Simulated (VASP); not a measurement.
# Si2Mo (scan) (P6_222) in VASP: further runs

Runs on Si2Mo (scan). Level: r2SCAN. Tasks: single point.

Program: VASP 6.6.1. These are calculated values, not measurements. Logs are shortened: lines on timing, memory, paths and dates and some standing lists are left out, and cuts for length are marked.

## 1. The cell of the first run

The structure is hexagonal, space group P6_222 (No. 180). The conventional cell has a = 4.585 Å, b = 4.585 Å, c = 6.580 Å, α = 90.00°, β = 90.00°, γ = 120.00°. Si (site symmetry 2) has 9 Si at 2.55 to 3.20 Å and 5 Mo at 2.57 to 2.67 Å within 3.4 Å. Within 3.4 Å of Mo (site symmetry 222) lie 10 Si at 2.57 to 2.67 Å and 4 Mo at 3.17 Å.

## 2. Single point, r2SCAN

Input file POSCAR:

```
Si2Mo
1.0
    4.5854715600      0.0000000000      0.0000000000
   -2.2927357800      3.9711348600      0.0000000000
    0.0000000000      0.0000000000      6.5797601000
Si Mo
6 3
Direct
    0.1638729800      0.8361270200      0.8333333300
    0.3277459600      0.1638729800      0.1666666700
    0.8361270200      0.6722540400      0.5000000000
    0.8361270200      0.1638729800      0.8333333300
    0.6722540400      0.8361270200      0.1666666700
    0.1638729800      0.3277459600      0.5000000000
    0.5000000000      0.0000000000      0.5000000000
    0.0000000000      0.5000000000      0.1666666700
    0.5000000000      0.5000000000      0.8333333300
```

Input file INCAR.step1:

```
ALGO = Normal
EDIFF = 1E-4
ENCUT = 520
GGA = PE
ISMEAR = 0
LASPH = T
LCHARG = F
LREAL = F
LWAVE = T
NBANDS = 43
NELM = 100
PREC = Accurate
SIGMA = 0.1
```

Input file INCAR.step2:

```
ALGO = Normal
EDIFF = 1E-7
ENCUT = 520
ISIF = 2
ISMEAR = 0
ISTART = 1
LASPH = T
LCHARG = T
LELF = T
LMIXTAU = T
LREAL = F
LVHAR = T
LWAVE = F
METAGGA = R2SCAN
NBANDS = 43
NELM = 100
PREC = Accurate
SIGMA = 0.1
```

Input file KPOINTS:

```
k-points
0
Gamma
  6 6 4
```

Potentials or basis: VASP PAW PBE potentials, release 64 (Si, Mo_sv).

Command:

```console
cat potpaw_PBE.64/Si/POTCAR potpaw_PBE.64/Mo_sv/POTCAR > POTCAR
cp INCAR.step1 INCAR
mpirun -np 1 vasp_std > vasp.out
cp INCAR.step2 INCAR
mpirun -np 1 vasp_std > vasp.out
```

OUTCAR:

```text
EDIFF = 1E-7
   ENCUT = 520
   ISIF = 2
   ISMEAR = 0
   ISTART = 1
   LASPH = T
   LREAL = F
   METAGGA = R2SCAN
   NELM = 100
   PREC = Accurate

 ion  position               nearest neighbor table
   1  0.164  0.836  0.833-   3 2.55   2 2.55   7 2.57   8 2.57   4 2.60   9 2.64   9 2.64   9 2.67
                             4 2.67   4 2.67   6 3.15   5 3.15
   2  0.328  0.164  0.167-   6 2.55   1 2.55   7 2.57   9 2.57   5 2.60   8 2.64   8 2.64   8 2.67
                             5 2.67   5 2.67   3 3.15   4 3.15
   3  0.836  0.672  0.500-   1 2.55   5 2.55   8 2.57   9 2.57   6 2.60   7 2.64   7 2.64   7 2.67
                             6 2.67   6 2.67   4 3.15   2 3.15
   4  0.836  0.164  0.833-   6 2.55   5 2.55   7 2.57   8 2.57   1 2.60   9 2.64   9 2.64   9 2.67
                             1 2.67   1 2.67   3 3.15   2 3.15
   5  0.672  0.836  0.167-   3 2.55   4 2.55   7 2.57   9 2.57   2 2.60   8 2.64   8 2.64   8 2.67
                             2 2.67   2 2.67   6 3.15   1 3.15
   6  0.164  0.328  0.500-   2 2.55   4 2.55   8 2.57   9 2.57   3 2.60   7 2.64   7 2.64   7 2.67
                             3 2.67   3 2.67   5 3.15   1 3.15
   7  0.500  0.000  0.500-   1 2.57   2 2.57   4 2.57   5 2.57   6 2.64   3 2.64   6 2.64   3 2.64
                             6 2.67   3 2.67   8 3.17   9 3.17   9 3.17   8 3.17
   8  0.000  0.500  0.167-   3 2.57   6 2.57   4 2.57   1 2.57   5 2.64   2 2.64   2 2.64   5 2.64
                             5 2.67   2 2.67   7 3.17   7 3.17   9 3.17   9 3.17
   9  0.500  0.500  0.833-   3 2.57   6 2.57   5 2.57   2 2.57   1 2.64   4 2.64   1 2.64   4 2.64
                             1 2.67   4 2.67   7 3.17   7 3.17   8 3.17   8 3.17

  LATTYP: Found a hexagonal cell.
 ALAT       =     4.5854715600
 C/A-ratio  =     1.4349146023

  Lattice vectors:

 A1 = (   4.5854715600,   0.0000000000,   0.0000000000)
 A2 = (  -2.2927357800,   3.9711348600,   0.0000000000)
 A3 = (   0.0000000000,   0.0000000000,   6.5797601000)

Analysis of symmetry for initial positions (statically):
=====================================================================
 Subroutine PRICEL returns:
 Original cell was already a primitive cell.

 Routine SETGRP: Setting up the symmetry group for a
 hexagonal supercell.

 Subroutine GETGRP returns: Found 12 space group operations
 (whereof  4 operations were pure point group operations)
 out of a pool of 24 trial point group operations.

The static configuration has the point symmetry D_2 .
 The point group associated with its full space group is D_6 .

Analysis of symmetry for dynamics (positions and initial velocities):
=====================================================================
 Subroutine PRICEL returns:
 Original cell was already a primitive cell.

 Routine SETGRP: Setting up the symmetry group for a
 hexagonal supercell.

 Subroutine GETGRP returns: Found 12 space group operations
 (whereof  4 operations were pure point group operations)
 out of a pool of 24 trial point group operations.

The dynamic configuration has the point symmetry D_2 .
 The point group associated with its full space group is D_6 .

 Subroutine INISYM returns: Found 12 space group operations
 (whereof  4 operations are pure point group operations),
 and found     1 'primitive' translations

----------------------------------------------------------------------------------------

                                     Primitive cell

  volume of cell :     119.8143

  direct lattice vectors                    reciprocal lattice vectors
     4.585471560  0.000000000  0.000000000     0.218080079  0.125908592  0.000000000
    -2.292735780  3.971134860  0.000000000     0.000000000  0.251817185  0.000000000
     0.000000000  0.000000000  6.579760100     0.000000000  0.000000000  0.151981225

  length of vectors
     4.585471560  4.585471561  6.579760100     0.251817185  0.251817185  0.151981225

  position of ions in fractional coordinates (direct lattice)
     0.163872980  0.836127020  0.833333330
     0.327745960  0.163872980  0.166666670
     0.836127020  0.672254040  0.500000000
     0.836127020  0.163872980  0.833333330
     0.672254040  0.836127020  0.166666670
     0.163872980  0.327745960  0.500000000
     0.500000000  0.000000000  0.500000000
     1.000000000  0.500000000  0.166666670
     0.500000000  0.500000000  0.833333330

  ion indices of the primitive-cell ions
   primitive index   ion index
                 1           1
                 2           2
                 3           3
                 4           4
                 5           5
                 6           6
                 7           7
                 8           8
                 9           9

----------------------------------------------------------------------------------------

 KPOINTS: k-points

Automatic generation of k-mesh.
 Grid dimensions read from file:
 generate k-points for:    6    6    4

 Generating k-lattice:

  Cartesian coordinates                     Fractional coordinates (reciprocal lattice)
     0.036346680  0.020984765  0.000000000     0.166666667 -0.000000000  0.000000000
     0.000000000  0.041969531  0.000000000     0.000000000  0.166666667  0.000000000
     0.000000000  0.000000000  0.037995306     0.000000000  0.000000000  0.250000000

  Length of vectors
     0.041969531  0.041969531  0.037995306

  Shift w.r.t. Gamma in fractional coordinates (k-lattice)
     0.000000000  0.000000000  0.000000000

 Subroutine IBZKPT returns following result:
 ===========================================

 Found     21 irreducible k-points:

 Following reciprocal coordinates:
            Coordinates               Weight
  0.000000  0.000000  0.000000      1.000000
  0.166667  0.000000  0.000000      6.000000
  0.333333  0.000000  0.000000      6.000000
  0.500000  0.000000  0.000000      3.000000
  0.166667  0.166667  0.000000      6.000000
  0.333333  0.166667  0.000000     12.000000
[... 13 lines left out ...]
  0.333333  0.166667  0.500000     12.000000
  0.333333  0.333333  0.500000      2.000000
   k-points           NKPTS =     21   k-points in BZ     NKDIM =     21   number of bands    NBANDS=     43
   number of dos      NEDOS =    301   number of ions     NIONS =      9
   total plane-waves  NPLWV =  64800
   dimension x,y,z NGX =    36 NGY =   36 NGZ =   50
   dimension x,y,z NGXF=    72 NGYF=   72 NGZF=  100
   ions per type =               6   3
   NGX,Y,Z   is equivalent  to a cutoff of  13.05, 13.05, 12.63 a.u.
   NGXF,Y,Z  is equivalent  to a cutoff of  26.10, 26.10, 25.27 a.u.
 SYSTEM =  unknown system
   PREC   = accura    normal or accurate (medium, high low for compatibility)
   ISTART =      1    job   : 0-new  1-cont  2-samecut
   ICHARG =      0    charge: 1-file 2-atom 10-const
   ISPIN  =      1    spin polarized calculation?
   LNONCOLLINEAR =      F non collinear calculations
   LSORBIT =      F    spin-orbit coupling
   LASPH  =      T    aspherical Exc in radial PAW
   ENCUT  =  520.0 eV  38.22 Ry    6.18 a.u.   8.53  8.53 12.23*2*pi/ulx,y,z
   NELM   =    100;   NELMIN=  2; NELMDL=  0     # of ELM steps
   EDIFF  = 0.1E-06   stopping-criterion for ELM
   LREAL  =      F    real-space projection
   EDIFFG = 0.1E-05   stopping-criterion for IOM
   NSW    =      0    number of steps for IOM
   IBRION =     -1    ionic relax: 0-MD 1-quasi-New 2-CG
   NFREE  =      0    steps in history (QN), initial steepest desc. (CG)
   ISIF   =      2    stress and relaxation
   ISYM   =      2    0-nonsym 1-usesym 2-fastsym
   POTIM  = 0.5000    time-step for ionic-motion
   TEBEG  =    0.0;   TEEND  =   0.0 temperature during run
   PSTRESS=    0.0 pullay stress
   NELECT =      66.0000    total number of electrons
   NUPDOWN=      -1.0000    fix difference up-down
   EMIN   =  10.00;   EMAX   =-10.00  energy-range for DOS
   EFERMI =   0.00;   METHOD = LEGACY
   ISMEAR =     0;   SIGMA  =   0.10  broadening in eV -4-tet -1-fermi 0-gaus
   EFERMI_NEDOS =   21; number of points for ismear=-14 and -15
   IALGO  =     38    algorithm
   IMIX   =      4    mixing-type and parameters
     AMIX     =   0.40;   BMIX     =  1.00
     AMIX_MAG =   1.60;   BMIX_MAG =  1.00
  volume/ion in A,a.u.               =      13.31        89.84
  Fermi-wavevector in a.u.,A,eV,Ry     =   1.342002  2.536017 24.503685  1.800970
  Thomas-Fermi vector in A             =   2.470191
   LORBIT       =      0    0 simple, 1 ext, 2 COOP (PROOUT), +10 PAW based schemes
   METAGGA = R2SCAN    functional components
   LHFCALC =     F    Hartree Fock is set to
   AEXX    =    0.0000 exact exchange contribution
   IVDW    =     0    specifies the selected vdW correction
   LEPSILON=     F    determine dielectric tensor
   LRPA    =     F    only Hartree local field effects (RPA)
 non-spin polarized calculation
 Gauss-broadening in eV      SIGMA  =   0.10
  energy-cutoff  :      520.00
  volume of cell :      119.81
 maximum number of plane-waves:      3300
 NGX is ok and might be reduce to    36
   NGX = 17   NGY = 17   NGZ = 25

 number of electron      65.9999996 magnetization

 Free energy of the ion-electron system (eV)
  ---------------------------------------------------
  ext. energy  EPLUGINS =         0.00000000
  ---------------------------------------------------
  free energy    TOTEN  =      -134.77189508 eV

  energy without entropy =     -134.77057330  energy(sigma->0) =     -134.77123419

 E-fermi :  12.9809     XC(G=0): -13.4221

 val. band max:       12.9050392404   @ k =   0.5000   0.0000   0.5000
 cond. band min:      13.0567990285   @ k =   0.5000   0.0000   0.0000
 fundamental gap:      0.1517597881
 Fermi energy:        12.9809191353

 k-point     1 :       0.0000    0.0000    0.0000
  band No.  band energies     occupation
      1     -50.1420      2.00000
      2     -50.1077      2.00000
      3     -50.1077      2.00000
      4     -23.6788      2.00000
      5     -23.6765      2.00000
      6     -23.6765      2.00000
[... 35 lines left out ...]
     42      16.1339      0.00000
     43      16.5991      0.00000

 k-point     2 :       0.1667    0.0000    0.0000
  band No.  band energies     occupation
      1     -50.1398      2.00000
      2     -50.1096      2.00000
      3     -50.1076      2.00000
      4     -23.7098      2.00000
      5     -23.6894      2.00000
      6     -23.6672      2.00000
[... 35 lines left out ...]
     42      16.2404      0.00000
     43      16.8865      0.00000

 k-point     3 :       0.3333    0.0000    0.0000
  band No.  band energies     occupation
      1     -50.1344      2.00000
      2     -50.1147      2.00000
      3     -50.1076      2.00000
      4     -23.7325      2.00000
      5     -23.7063      2.00000
      6     -23.6713      2.00000
[... 35 lines left out ...]
     42      16.4470      0.00000
     43      16.6352      0.00000

 k-point     4 :       0.5000    0.0000    0.0000
  band No.  band energies     occupation
      1     -50.1301      2.00000
      2     -50.1188      2.00000
      3     -50.1075      2.00000
      4     -23.7402      2.00000
      5     -23.7131      2.00000
      6     -23.6738      2.00000
[... 725 lines left out ...]
     42      16.2201      0.00000
     43      16.6068      0.00000

 k-point    20 :       0.3333    0.1667    0.5000
  band No.  band energies     occupation
      1     -50.1300      2.00000
      2     -50.1189      2.00000
      3     -50.1076      2.00000
      4     -23.7348      2.00000
      5     -23.7121      2.00000
      6     -23.6982      2.00000
[... 35 lines left out ...]
     42      16.0877      0.00000
     43      16.3992      0.00000

 k-point    21 :       0.3333    0.3333    0.5000
  band No.  band energies     occupation
      1     -50.1299      2.00000
      2     -50.1132      2.00000
      3     -50.1132      2.00000
      4     -23.7280      2.00000
      5     -23.7166      2.00000
      6     -23.7166      2.00000
[... 35 lines left out ...]
     42      16.4009      0.00000
     43      16.6868      0.00000

------------------------ aborting loop because EDIFF is reached ----------------------------------------

  FORCE on cell =-STRESS in cart. coord.  units (eV):
  Direction    XX          YY          ZZ          XY          YZ          ZX
  --------------------------------------------------------------------------------------
  -------------------------------------------------------------------------------------
  Total        0.1402985      0.1402985      0.0750258     -0.0000000     -0.0000000      0.0000000
  in kB        1.8760951      1.8760951      1.0032575     -0.0000000     -0.0000000      0.0000000
  external PRESSURE =       1.5851492 kB  Pullay stress =       0.0000000 kB

 VOLUME and BASIS-vectors are now :
 -----------------------------------------------------------------------------
  energy-cutoff  :      520.00
  volume of cell :      119.81
      direct lattice vectors                 reciprocal lattice vectors
     4.585471560  0.000000000  0.000000000     0.218080079  0.125908592  0.000000000
    -2.292735780  3.971134860  0.000000000     0.000000000  0.251817185  0.000000000
     0.000000000  0.000000000  6.579760100     0.000000000  0.000000000  0.151981225

 POSITION                                       TOTAL-FORCE (eV/Angst)
 -----------------------------------------------------------------------------------
     -1.16558      3.32037      5.48313        -0.008005      0.004622      0.000000
      1.12715      0.65076      1.09663        -0.008005     -0.004622      0.000000
      2.29274      2.66961      3.28988        -0.000000      0.009243     -0.000000
      3.45832      0.65076      5.48313         0.008005     -0.004622      0.000000
      1.16558      3.32037      1.09663         0.008005      0.004622      0.000000
      0.00000      1.30152      3.28988        -0.000000     -0.009243     -0.000000
      2.29274      0.00000      3.28988        -0.000000     -0.000000     -0.000000
     -1.14637      1.98557      1.09663        -0.000000     -0.000000     -0.000000
      1.14637      1.98557      5.48313        -0.000000     -0.000000     -0.000000
 -----------------------------------------------------------------------------------
    total drift:                               -0.000000     -0.000000      0.000059

  FREE ENERGIE OF THE ION-ELECTRON SYSTEM (eV)
  ---------------------------------------------------
  free  energy   TOTEN  =      -134.7718950780 eV

  energy  without entropy=     -134.7705733024  energy(sigma->0) =     -134.77123419
```

Wall time 5 min (1 thread of AMD EPYC 9R45 (Zen 5), shared host); peak memory 0.26 GiB.

What came out:

| Property | Result |
| --- | --- |
| Free energy | -134.7719 eV |
| Pressure | 0.2 GPa |
| Largest force | 0.009 eV/Å |
| Band gap on the k mesh | 0.15 eV, indirect (least direct gap 0.69 eV) |

Forces in eV/Å, atoms in the order of the input:
```
Si  -0.008  0.005  0.000
Si  -0.008 -0.005  0.000
Si   0.000  0.009  0.000
Si   0.008 -0.005  0.000
Si   0.008  0.005  0.000
Si   0.000 -0.009  0.000
Mo   0.000  0.000  0.000
Mo   0.000  0.000  0.000
Mo   0.000  0.000  0.000
```

Stress tensor (GPa, compression positive):
```
0.19 0.00 0.00
0.00 0.19 0.00
0.00 0.00 0.10
```

Caveat: the PAW data sets were made with another functional, which shifts forces and pressure a little. A k mesh can miss the band edges.

## 3. Single point, r2SCAN

Input file POSCAR:

```
Si2Mo
1.0
    4.5846520725      0.0000000000      0.0000000000
   -2.2923260363      3.9704251623      0.0000000000
    0.0000000000      0.0000000000      6.5775833625
Si Mo
6 3
Direct
    0.1638600994      0.8361399006      0.8333333333
    0.3277201988      0.1638600994      0.1666666667
    0.8361399006      0.6722798012      0.5000000000
    0.8361399006      0.1638600994      0.8333333333
    0.6722798012      0.8361399006      0.1666666667
    0.1638600994      0.3277201988      0.5000000000
    0.5000000000      0.0000000000      0.5000000000
    0.0000000000      0.5000000000      0.1666666667
    0.5000000000      0.5000000000      0.8333333333
```

Edit INCAR.step1 of step 2 so:

```diff
@@ -10,4 +10,4 @@
 NBANDS = 43
-NELM = 100
+NELM = 80
 PREC = Accurate
-SIGMA = 0.1
+SIGMA = 0.01
```

Input file INCAR.step2:

```
ALGO = Normal
EDIFF = 1E-6
ENCUT = 520
ISIF = 2
ISMEAR = 0
ISTART = 1
LASPH = T
LCHARG = F
LMIXTAU = T
LREAL = F
LWAVE = F
METAGGA = R2SCAN
NBANDS = 43
NELM = 80
PREC = Accurate
SIGMA = 0.01
```

Input file KPOINTS:

```
k-points
0
Gamma
  9 9 6
```

Potentials or basis: VASP PAW PBE potentials, release 64 (Si, Mo_sv).

Command:

```console
cat potpaw_PBE.64/Si/POTCAR potpaw_PBE.64/Mo_sv/POTCAR > POTCAR
cp INCAR.step1 INCAR
mpirun -np 1 vasp_std > vasp.out
cp INCAR.step2 INCAR
mpirun -np 1 vasp_std > vasp.out
```

Wall time 9.9 min (1 thread of AMD EPYC 9R45 (Zen 5), shared host); peak memory 0.34 GiB.

Results (log left out):

```
Free energy            : -134.7735 eV
Pressure               : 0.3 GPa
Largest force          : 0.008 eV/Å
Band gap on the k mesh : 0.28 eV, indirect (least direct gap 0.74 eV)
```

Forces on the atoms (eV/Å):
```
Si  -0.007  0.004  0.000
Si  -0.007 -0.004  0.000
Si   0.000  0.008  0.000
Si   0.007 -0.004  0.000
Si   0.007  0.004  0.000
Si   0.000 -0.008  0.000
Mo   0.000  0.000  0.000
Mo   0.000  0.000  0.000
Mo   0.000  0.000  0.000
```

Levels at points of the mesh, in eV from the valence-band top:
| k point | band 29 | band 30 | band 31 | band 32 | band 33 | band 34 | band 35 | band 36 | band 37 | band 38 |
| --- | --- | --- | --- | --- | --- | --- | --- | --- | --- | --- |
| (0.00, 0.00, 0.00) | -3.11 | -3.11 | -2.86 | -2.19 | -0.79 | 2.29 | 2.62 | 2.62 | 2.79 | 2.87 |
| (0.00, 0.00, 0.50) | -2.41 | -2.41 | -2.21 | -0.69 | -0.69 | 2.11 | 2.58 | 2.65 | 2.65 | 2.83 |

Caveat: the PAW data sets were made with another functional, which shifts forces and pressure a little. A k mesh can miss the band edges.
